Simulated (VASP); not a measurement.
Wanted: the native input for a VASP 6.6.1 run.

- Task: single point
- Functional: PBE
- Potentials or basis: VASP PAW PBE potentials, release 64 (Tl_d, Pt)
- Cutoff: 520 eV
- k mesh: 6 × 6 × 10
- Occupations: gaussian, width 0.1 eV
- Spin: no spin polarisation
- Dipole correction: no
- Further INCAR settings: ALGO = Fast; EDIFF = 1e-06; NBANDS = 44

The structure of TlPt lies in POSCAR:

```
TlPt
1.0
    6.4986101843      0.0000000000      0.0000000000
   -3.2493050922      5.6279615089      0.0000000000
    0.0000000000      0.0000000000      4.0603469007
Tl Pt
3 3
Direct
    0.5000000000      0.0000000000      0.0000000000
    0.5000000000      0.5000000000      0.0000000000
    0.0000000000      0.5000000000      0.0000000000
    0.0000000000      0.0000000000      0.0000000000
    0.3333333335      0.6666666665      0.5000000000
    0.6666666665      0.3333333335      0.5000000000
```

This cell differs from its parent crystal: uniaxial strain along c: +2.0 %, then relaxed in part.

These files were run (other wordings do the same):

INCAR

```
  PREC = Accurate
  ENCUT = 520
  EDIFF = 1E-6
  ISMEAR = 0
  SIGMA = 0.1
  LREAL = False
  LASPH = True
  NELM = 80
  ALGO = Fast
  ISIF = 2
  LWAVE = False
  LCHARG = True
  GGA = PE
  LELF = True
  LVHAR = True
  NBANDS = 44
```

KPOINTS

```
Automatic mesh
0
Gamma
  6 6 10
```

Potentials or basis: VASP PAW PBE potentials, release 64 (Tl_d, Pt).

Command:

```bash
$ cat potpaw_PBE.64/Tl_d/POTCAR potpaw_PBE.64/Pt/POTCAR > POTCAR
$ mpirun -np 1 vasp_std > vasp.out
```

It gave:

| Item | Value |
| --- | --- |
| Pressure | -0.1 GPa |
| Band gap on the k mesh | zero (an odd number of electrons rules out a gap without spin polarisation) |

Caveat: the cell differs from its parent crystal (uniaxial strain along c: +2.0 %, then relaxed in part); spin-orbit coupling is left out, which moves the levels of the heavy elements.

Wall time 2.6 min on 1 thread of Intel(R) Xeon(R) 6975P-C (Granite Rapids) (shared host), peak memory 0.38 GiB.
